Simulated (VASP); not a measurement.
A run of VASP 6.6.1 is set up as follows.

Contents of INCAR:

```
SYSTEM = TaRu
ALGO     = Normal         ! electronic algorithm
EDIFF    = 1E-6           ! SCF threshold, eV
ENCUT    = 520            ! plane-wave cutoff, eV
GGA      = CA             ! functional
ISIF     = 2              ! what is computed and relaxed
ISMEAR   = -1             ! smearing method
LASPH    = .TRUE.         ! aspherical terms in the spheres
LCHARG   = .FALSE.        ! write CHGCAR
LREAL    = .FALSE.        ! projectors in reciprocal space
LWAVE    = .FALSE.        ! write WAVECAR
NBANDS   = 20             ! bands
NELM     = 60             ! most SCF steps
PREC     = Accurate       ! precision mode
SIGMA    = 0.03           ! smearing width, eV
```

The input KPOINTS:

```
k-points
0
G
  13 13 13
  0 0 0
```

The input POSCAR:

```
TaRu
1.0
    3.1870000000      0.0000000000      0.0000000000
    0.0000000000      3.1870000000      0.0000000000
    0.0000000000      0.0000000000      3.2188700000
Ta Ru
1 1
Direct
    0.5000000000      0.5000000000      0.5000000000
    0.0000000000      0.0000000000      0.0000000000
```

Potentials or basis: VASP PAW LDA potentials, release 64 (Ta_pv, Ru_pv).

Command:

```bash
$ cat potpaw_LDA.64/Ta_pv/POTCAR potpaw_LDA.64/Ru_pv/POTCAR > POTCAR
$ mpirun -np 1 vasp_std > vasp.out
```

Question: What does it give for the pressure?

Answer: -17.6 GPa.

Stress tensor (GPa, compression positive):
```
-18.50   0.00   0.00
  0.00 -18.50   0.00
  0.00   0.00 -15.89
```

Caveat: the cell differs from its parent crystal (zz strain of +1 %).
